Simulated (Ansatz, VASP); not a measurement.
P in VASP and in Ansatz

```
P
1.0
     0.00000    2.54741    2.54741
     2.54741    0.00000    2.54741
     2.54741    2.54741    0.00000
P
2
Direct
  0.87500 0.87500 0.87500
  0.12500 0.12500 0.12500
```

Change from the starting cell: volume scaled by 0.8, PAW files.

Alike in both runs: task single point; functional PBE; k mesh 12 × 12 × 12; occupations fermi-dirac, width 0.1 eV; no spin polarisation.

|  | VASP | Ansatz |
| --- | --- | --- |
| version | VASP 6.6.1 | Ansatz 0.2.0 |
| potentials or method | VASP PAW PBE potentials, release 64 (P) | PAW with Ansatz's default frozen-core files, scalar-relativistic |
| plane-wave cutoff (eV) | 520 | 420 |
| valence electrons in the cell | 10 | 10 |

VASP gave:

| Item | Value |
| --- | --- |
| pressure (GPa) | 14.2 |

Question: What did Ansatz give for the same quantities?

Answer: Pressure (GPa): 14.5.

With one functional, cell and mesh, what is left measures potentials, basis and numerics.
